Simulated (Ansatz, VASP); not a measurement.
**One calculation of AlN, two programs**

```
Al N
1.0
     0.00000    2.18399    2.18399
     2.18399    0.00000    2.18399
     2.18399    2.18399    0.00000
Al N
1 1
Direct
  0.00000 0.00000 0.00000
  0.25000 0.25000 0.25000
```

Alike in both runs: task single point; functional PBE; k mesh 6 × 6 × 6; occupations fermi-dirac, width 0.05 eV; no spin polarisation.

|  | VASP | Ansatz |
| --- | --- | --- |
| version | VASP 6.6.1 | Ansatz 0.2.0 |
| potentials or method | VASP PAW PBE potentials, release 64 (Al, N) | Ansatz PAW |
| plane-wave cutoff (eV) | 520 | 420 |
| valence electrons in the cell | 8 | 8 |

```csv
,VASP,Ansatz,Ansatz less VASP
gap on the k mesh at the Fermi level (eV),3.32,3.32,+0.008
least direct gap on the mesh (eV),4.20,4.19,-0.010
pressure (GPa),4.6,4.9,+0.28
```
